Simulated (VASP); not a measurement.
# Si in VASP: further runs

The runs below take Si through relaxation of the atoms, with PBE.

Program: VASP 6.6.1. These are calculated values, not measurements. Logs are shortened: lines on timing, memory, paths and dates and some standing lists are left out, and cuts for length are marked.

**1. The cell of the first run**

The cell holds a slab with vacuum, 4 atoms: a = 3.869 Å, b = 3.869 Å, c = 20.103 Å, α = 90.00°, β = 90.00°, γ = 90.00°.

**2. Relaxation of the atoms, PBE**

Input file INCAR:

```
SYSTEM = Si
ALGO = Normal
DIPOL = 0.5 0.5 0.500
EDIFF = 1E-7
EDIFFG = -0.01
ENCUT = 520
GGA = PE
IBRION = 2
IDIPOL = 3
ISIF = 2
ISMEAR = -1
LASPH = .True.
LCHARG = .False.
LDIPOL = .True.
LREAL = .False.
LUSENCCL = .False.
LWAVE = .False.
NELM = 100
NSW = 60
PREC = Accurate
SIGMA = 0.02
```

Input file KPOINTS:

```
k-points
0
Gamma
  7 7 1
  0 0 0
```

Input file POSCAR:

```
Si
1.0
    3.8685410222      0.0000000000      0.0000000000
    0.0000000000      3.8685410222      0.0000000000
    0.0000000000      0.0000000000     20.1032000000
Si
4
Direct
    0.0000000000      0.2500000000      0.3979464119
    0.5000000000      0.2500000000      0.4659821373
    0.5000000000      0.7500000000      0.5340178627
    0.0000000000      0.7500000000      0.6020535881
```

Potentials or basis: VASP PAW PBE potentials, release 64 (Si).

Started as:

```console
$ cat potpaw_PBE.64/Si/POTCAR > POTCAR
$ mpirun -np 1 vasp_std > vasp.out
```

OUTCAR:

```text
SYSTEM = Si
   EDIFF = 1E-7
   EDIFFG = -0.01
   ENCUT = 520
   GGA = PE
   IBRION = 2
   ISIF = 2
   ISMEAR = -1
   LASPH = .True.
   LREAL = .False.
   NELM = 100
   NSW = 60
   PREC = Accurate

 ion  position               nearest neighbor table
   1  0.000  0.250  0.398-   2 2.37   2 2.37
   2  0.500  0.250  0.466-   3 2.37   3 2.37   1 2.37   1 2.37
   3  0.500  0.750  0.534-   2 2.37   2 2.37   4 2.37   4 2.37
   4  0.000  0.750  0.602-   3 2.37   3 2.37

  LATTYP: Found a simple tetragonal cell.
 ALAT       =     3.8685410222
 C/A-ratio  =     5.1965844189

  Lattice vectors:

 A1 = (   3.8685410222,   0.0000000000,   0.0000000000)
 A2 = (   0.0000000000,   3.8685410222,   0.0000000000)
 A3 = (   0.0000000000,   0.0000000000,  20.1032000000)

Analysis of symmetry for initial positions (statically):
=====================================================================
 Subroutine PRICEL returns:
 Original cell was already a primitive cell.

 Routine SETGRP: Setting up the symmetry group for a
 simple tetragonal supercell.

 Subroutine GETGRP returns: Found  8 space group operations
 (whereof  4 operations were pure point group operations)
 out of a pool of 16 trial point group operations.

The static configuration has the point symmetry C_2h.
 The point group associated with its full space group is D_2h.

Analysis of symmetry for dynamics (positions and initial velocities):
=====================================================================
 Subroutine PRICEL returns:
 Original cell was already a primitive cell.

 Routine SETGRP: Setting up the symmetry group for a
 simple tetragonal supercell.

 Subroutine GETGRP returns: Found  8 space group operations
 (whereof  4 operations were pure point group operations)
 out of a pool of 16 trial point group operations.

The dynamic configuration has the point symmetry C_2h.
 The point group associated with its full space group is D_2h.

 Subroutine INISYM returns: Found  8 space group operations
 (whereof  4 operations are pure point group operations),
 and found     1 'primitive' translations

----------------------------------------------------------------------------------------

                                     Primitive cell

  volume of cell :     300.8566

  direct lattice vectors                    reciprocal lattice vectors
     3.868541022  0.000000000  0.000000000     0.258495385  0.000000000  0.000000000
     0.000000000  3.868541022  0.000000000     0.000000000  0.258495385  0.000000000
     0.000000000  0.000000000 20.103200000     0.000000000  0.000000000  0.049743324

  length of vectors
     3.868541022  3.868541022 20.103200000     0.258495385  0.258495385  0.049743324

  position of ions in fractional coordinates (direct lattice)
     0.000000000  0.250000000  0.397946412
     0.500000000  0.250000000  0.465982137
     0.500000000  0.750000000  0.534017863
     0.000000000  0.750000000  0.602053588

  ion indices of the primitive-cell ions
   primitive index   ion index
                 1           1
                 2           2
                 3           3
                 4           4

----------------------------------------------------------------------------------------

 KPOINTS: k-points

Automatic generation of k-mesh.
 Grid dimensions read from file:
 generate k-points for:    7    7    1

 Generating k-lattice:

  Cartesian coordinates                     Fractional coordinates (reciprocal lattice)
     0.036927912  0.000000000  0.000000000     0.142857143  0.000000000  0.000000000
     0.000000000  0.036927912  0.000000000     0.000000000  0.142857143  0.000000000
     0.000000000  0.000000000  0.049743324     0.000000000  0.000000000  1.000000000

  Length of vectors
     0.036927912  0.036927912  0.049743324

  Shift w.r.t. Gamma in fractional coordinates (k-lattice)
     0.000000000  0.000000000  0.000000000

 Subroutine IBZKPT returns following result:
 ===========================================

 Found     16 irreducible k-points:

 Following reciprocal coordinates:
            Coordinates               Weight
  0.000000  0.000000  0.000000      1.000000
  0.142857  0.000000  0.000000      2.000000
  0.000000  0.142857  0.000000      2.000000
  0.285714  0.000000  0.000000      2.000000
  0.000000  0.285714  0.000000      2.000000
  0.428571  0.000000  0.000000      2.000000
[... 8 lines left out ...]
 -0.285714  0.428571  0.000000      4.000000
  0.428571  0.428571  0.000000      4.000000
   k-points           NKPTS =     16   k-points in BZ     NKDIM =     16   number of bands    NBANDS=     12
   number of dos      NEDOS =    301   number of ions     NIONS =      4
   total plane-waves  NPLWV = 135000
   dimension x,y,z NGX =    30 NGY =   30 NGZ =  150
   dimension x,y,z NGXF=    60 NGYF=   60 NGZF=  300
   ions per type =               4
   NGX,Y,Z   is equivalent  to a cutoff of  12.89, 12.89, 12.40 a.u.
   NGXF,Y,Z  is equivalent  to a cutoff of  25.78, 25.78, 24.81 a.u.
 SYSTEM =  Si
   PREC   = accura    normal or accurate (medium, high low for compatibility)
   ISTART =      0    job   : 0-new  1-cont  2-samecut
   ICHARG =      2    charge: 1-file 2-atom 10-const
   ISPIN  =      1    spin polarized calculation?
   LNONCOLLINEAR =      F non collinear calculations
   LSORBIT =      F    spin-orbit coupling
   LASPH  =      T    aspherical Exc in radial PAW
   ENCUT  =  520.0 eV  38.22 Ry    6.18 a.u.   7.19  7.19 37.38*2*pi/ulx,y,z
   NELM   =    100;   NELMIN=  2; NELMDL= -5     # of ELM steps
   EDIFF  = 0.1E-06   stopping-criterion for ELM
   LREAL  =      F    real-space projection
   EDIFFG = -.1E-01   stopping-criterion for IOM
   NSW    =     60    number of steps for IOM
   IBRION =      2    ionic relax: 0-MD 1-quasi-New 2-CG
   NFREE  =      1    steps in history (QN), initial steepest desc. (CG)
   ISIF   =      2    stress and relaxation
   ISYM   =      2    0-nonsym 1-usesym 2-fastsym
   POTIM  = 0.5000    time-step for ionic-motion
   TEBEG  =    0.0;   TEEND  =   0.0 temperature during run
   PSTRESS=    0.0 pullay stress
   NELECT =      16.0000    total number of electrons
   NUPDOWN=      -1.0000    fix difference up-down
   EMIN   =  10.00;   EMAX   =-10.00  energy-range for DOS
   EFERMI =   0.00;   METHOD = LEGACY
   ISMEAR =    -1;   SIGMA  =   0.02  broadening in eV -4-tet -1-fermi 0-gaus
   EFERMI_NEDOS =   21; number of points for ismear=-14 and -15
   IALGO  =     38    algorithm
   IMIX   =      4    mixing-type and parameters
     AMIX     =   0.40;   BMIX     =  1.00
     AMIX_MAG =   1.60;   BMIX_MAG =  1.00
  volume/ion in A,a.u.               =      75.21       507.57
  Fermi-wavevector in a.u.,A,eV,Ry     =   0.615642  1.163395  5.156814  0.379015
  Thomas-Fermi vector in A             =   1.673085
   LORBIT       =      0    0 simple, 1 ext, 2 COOP (PROOUT), +10 PAW based schemes
   GGA     = PE    functional components
   LHFCALC =     F    Hartree Fock is set to
   AEXX    =    0.0000 exact exchange contribution
   IVDW    =     0    specifies the selected vdW correction
   LEPSILON=     F    determine dielectric tensor
   LRPA    =     F    only Hartree local field effects (RPA)
 conjugate gradient relaxation of ions
 non-spin polarized calculation
  energy-cutoff  :      520.00
  volume of cell :      300.86
 maximum number of plane-waves:      8132
 NGX is ok and might be reduce to    30
   NGX = 15   NGY = 15   NGZ = 75

--------------------------------------- Ionic step        1  -------------------------------------------

 number of electron      15.9999999 magnetization

 Free energy of the ion-electron system (eV)
  ---------------------------------------------------
  ext. energy  EPLUGINS =         0.00000000
  ---------------------------------------------------
  free energy    TOTEN  =       -18.00067342 eV

  energy without entropy =      -17.99480643  energy(sigma->0) =      -17.99773993

------------------------ aborting loop because EDIFF is reached ----------------------------------------

  FORCE on cell =-STRESS in cart. coord.  units (eV):
  Direction    XX          YY          ZZ          XY          YZ          ZX
  --------------------------------------------------------------------------------------
  -------------------------------------------------------------------------------------
  Total       -1.3652465     -2.6754067     -0.1593921      0.0000000     -0.0000000      0.0000000
  in kB       -7.2704629    -14.2475698     -0.8488245      0.0000000     -0.0000000      0.0000000
  external PRESSURE =      -7.4556191 kB  Pullay stress =       0.0000000 kB
[... 99 lines left out ...]
  energy  without entropy=      -18.0019956797  energy(sigma->0) =      -18.00477408

--------------------------------------- Ionic step        4  -------------------------------------------

 number of electron      15.9999999 magnetization

 dipolmoment           0.000000      0.000000      0.000000 electrons x Angstroem

------------------------ aborting loop because EDIFF is reached ----------------------------------------

  FORCE on cell =-STRESS in cart. coord.  units (eV):
  Direction    XX          YY          ZZ          XY          YZ          ZX
  --------------------------------------------------------------------------------------
  -------------------------------------------------------------------------------------
  Total       -1.0599311     -2.9514021      0.0484890      0.0000000      0.0000000      0.0000000
  in kB       -5.6445410    -15.7173510      0.2582223      0.0000000      0.0000000      0.0000000
  external PRESSURE =      -7.0345566 kB  Pullay stress =       0.0000000 kB
[... 23 lines left out ...]
  energy  without entropy=      -18.0020004818  energy(sigma->0) =      -18.00477555

--------------------------------------- Ionic step        5  -------------------------------------------

 number of electron      15.9999999 magnetization

 dipolmoment           0.000000      0.000000     -0.000000 electrons x Angstroem

 Free energy of the ion-electron system (eV)
  ---------------------------------------------------
  ext. energy  EPLUGINS =         0.00000000
  ---------------------------------------------------
  free energy    TOTEN  =       -18.00756568 eV

  energy without entropy =      -18.00203222  energy(sigma->0) =      -18.00479895

 E-fermi :  -2.3971     XC(G=0):  -3.4713

 val. band max:       -2.4257380724   @ k =   0.4286   0.0000   0.0000
 cond. band min:      -2.3863922829   @ k =  -0.2857   0.4286   0.0000
 fundamental gap:      0.0393457895
 Fermi energy:        -2.3970764326

 k-point     1 :       0.0000    0.0000    0.0000
  band No.  band energies     occupation
      1     -13.1396      2.00000
      2     -10.9953      2.00000
      3      -7.7049      2.00000
      4      -4.3077      2.00000
      5      -4.0814      2.00000
      6      -3.9397      2.00000
      7      -2.9349      2.00000
      8      -1.9223      0.00000
      9      -1.0297      0.00000
     10      -0.5763      0.00000
     11      -0.4116      0.00000
     12       0.5796      0.00000
[... 211 lines left out ...]
 k-point    16 :       0.4286    0.4286    0.0000
  band No.  band energies     occupation
      1     -10.4444      2.00000
      2      -9.6380      2.00000
      3      -8.8376      2.00000
      4      -8.4436      2.00000
      5      -5.4639      2.00000
      6      -5.1024      2.00000
      7      -3.3626      2.00000
      8      -3.3404      2.00000
      9      -2.4461      1.84145
     10      -2.0606      0.00000
     11       0.3694      0.00000
     12       0.9395      0.00000

------------------------ aborting loop because EDIFF is reached ----------------------------------------

 vacuum level on the upper side and lower side of the slab       (xc-potential included)        -0.073        -0.073

  FORCE on cell =-STRESS in cart. coord.  units (eV):
  Direction    XX          YY          ZZ          XY          YZ          ZX
  --------------------------------------------------------------------------------------
  -------------------------------------------------------------------------------------
  Total       -1.0706596     -2.9522554      0.0324946      0.0000000     -0.0000000      0.0000000
  in kB       -5.7016739    -15.7218953      0.1730463      0.0000000     -0.0000000      0.0000000
  external PRESSURE =      -7.0835076 kB  Pullay stress =       0.0000000 kB

 VOLUME and BASIS-vectors are now :
 -----------------------------------------------------------------------------
  energy-cutoff  :      520.00
  volume of cell :      300.86
      direct lattice vectors                 reciprocal lattice vectors
     3.868541022  0.000000000  0.000000000     0.258495385  0.000000000  0.000000000
     0.000000000  3.868541022  0.000000000     0.000000000  0.258495385  0.000000000
     0.000000000  0.000000000 20.103200000     0.000000000  0.000000000  0.049743324
[... 10 lines left out ...]
  FREE ENERGIE OF THE ION-ELECTRON SYSTEM (eV)
  ---------------------------------------------------
  free  energy   TOTEN  =       -18.0075656762 eV

  energy  without entropy=      -18.0020322187  energy(sigma->0) =      -18.00479895

 reached required accuracy - stopping structural energy minimisation

 vacuum level on the upper side and lower side of the slab         2.893         2.893
```

Run time: 1.7 min. Hardware: 1 × NVIDIA H100 80GB with 1 thread of Intel Xeon Platinum 8481C at 2.70GHz (Sapphire Rapids), shared host; peak memory 1.3 GiB.

Results:

| Property | Result |
| --- | --- |
| Free energy | -18.0076 eV |
| Energy gained by relaxing | 1.7 meV/atom |
| Ionic steps | 5 |
| Largest force after relaxing | 0.008 eV/Å |
| Band gap on the k mesh | zero (bands 8 and 9 overlap by 0.67 eV) |

Forces in eV/Å, atoms in the order of the input:
```
Si   0.000  0.000 -0.008
Si   0.000  0.000 -0.003
Si   0.000  0.000  0.003
Si   0.000  0.000  0.008
```

Step by step:
```
step  energy change (eV)  largest force (eV/Å)  pressure (GPa)
   1              0.0000                0.3140           -0.75
   2             -0.0067                0.0570           -0.71
   3             -0.0069                0.0107           -0.70
   4             -0.0069                0.0137           -0.70
   5             -0.0069                0.0085           -0.71
```

Final structure:
```cif
data_structure
_symmetry_space_group_name_H-M 'P 1'
_symmetry_Int_Tables_number 1
_cell_length_a 3.8685
_cell_length_b 3.8685
_cell_length_c 20.1032
_cell_angle_alpha 90.000
_cell_angle_beta 90.000
_cell_angle_gamma 90.000
_cell_volume 300.86
loop_
_atom_site_label
_atom_site_type_symbol
_atom_site_fract_x
_atom_site_fract_y
_atom_site_fract_z
_atom_site_occupancy
Si1 Si 0.00000 0.25000 0.39833 1
Si2 Si 0.50000 0.25000 0.46506 1
Si3 Si 0.50000 0.75000 0.53494 1
Si4 Si 0.00000 0.75000 0.60167 1
```

**3. Relaxation of the atoms, PBE**

Input file INCAR:

```
PREC = Accurate ; ENCUT = 520
EDIFF = 1E-7 ; ISMEAR = -1
SIGMA = 0.02 ; LREAL = False
LASPH = True ; NELM = 80
ALGO = Normal ; ISIF = 2
LWAVE = False ; LCHARG = False
LDIPOL = True ; IDIPOL = 3
DIPOL = 0.5 0.5 0.500 ; GGA = PE
IBRION = 2 ; NSW = 32
EDIFFG = -0.01 ; LUSENCCL = False
```

Input file KPOINTS:

```
Automatic mesh
0
Gamma
  7 7 1
```

Input file POSCAR:

```
Si
1.0
    3.8685410222      0.0000000000      0.0000000000
    0.0000000000      3.8685410222      0.0000000000
    0.0000000000      0.0000000000     20.1032000000
Si
4
Direct
    0.0000000000      0.2500000000      0.3982242681
    0.5000000000      0.2500000000      0.4649941553
    0.5000000000      0.7500000000      0.5350058445
    0.0000000000      0.7500000000      0.6017757321
```

Potentials or basis: VASP PAW PBE potentials, release 64 (Si).

Started as:

```console
$ cat potpaw_PBE.64/Si/POTCAR > POTCAR
$ mpirun -np 1 vasp_std > vasp.out
```

Run time: 40 s. Hardware: 1 × NVIDIA H100 80GB with 1 thread of Intel Xeon Platinum 8481C at 2.70GHz (Sapphire Rapids), shared host; peak memory 1.3 GiB.

The run converged. Its results:

```yaml
Free_energy: -18.0076 eV
Largest_force_after_relaxing: 0.004 eV/Å
Band_gap_on_the_k_mesh: zero (bands 8 and 9 overlap by 0.67 eV)
```

Forces on the atoms (eV/Å):
```
Si   0.000  0.000  0.001
Si   0.000  0.000  0.004
Si   0.000  0.000 -0.004
Si   0.000  0.000 -0.001
```

Final structure:
```xyz
4
Lattice="3.8685 0.0000 0.0000 0.0000 3.8685 0.0000 0.0000 0.0000 20.1032" Properties=species:S:1:pos:R:3 pbc="T T T"
Si    0.0000    0.9671    8.0056
Si    1.9343    0.9671    9.3479
Si    1.9343    2.9014   10.7553
Si    0.0000    2.9014   12.0976
```

Levels at points of the mesh, in eV from the Fermi level:
```csv
k point,band 5,band 6,band 7,band 8,band 9,band 10,band 11,band 12
"(0.00, 0.00, 0.00)",-1.67,-1.55,-0.54,0.48,1.37,1.83,1.99,2.98
```

Caveat: the relaxation stopped at its first step, so nothing moved.
